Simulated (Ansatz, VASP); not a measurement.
# One calculation of Na2Hg, two programs

```
Na Hg
1.0
     5.41499    0.00000    0.00000
    -2.70750    4.68952    0.00000
     0.00000    0.00000    6.76862
Na Hg
4 2
Direct
  0.33333 0.66667 0.25000
  0.66667 0.33333 0.75000
  0.00000 0.00000 0.00000
  0.00000 0.00000 0.50000
  0.33333 0.66667 0.75000
  0.66667 0.33333 0.25000
```

Change from the starting cell: species swapped into the InCu2 type (P6_3/mmc, No. 194).

Alike in both runs: functional PBE; k mesh 12 × 12 × 6; occupations gaussian, width 0.1 eV; no spin polarisation.

Ansatz relaxed the structure, and its values are those at the end. VASP's run is a single point on that final structure, the one shown.

|  | VASP | Ansatz |
| --- | --- | --- |
| version | VASP 6.6.1 | Ansatz 0.2.0 |
| potentials or method | VASP PAW PBE potentials, release 64 (Na_pv, Hg), cutoff 520 eV | scalar-relativistic, plane waves, PAW |
| valence electrons in the cell | 52 | 76 |

|  | VASP | Ansatz | Ansatz less VASP |
| --- | --- | --- | --- |
| gap on the k mesh at the Fermi level (eV) | none | none | - |
| pressure (GPa) | 0.0 | 0.0 | +0.01 |

A gap of «none» marks a metal or a gap that the smearing closes. With one functional, cell and mesh, what is left measures potentials, basis and numerics. VASP's potentials hold 52 valence electrons a cell and Ansatz's 76, so a difference there can come from the potentials and not from the codes.

Neither program's run includes spin-orbit coupling.
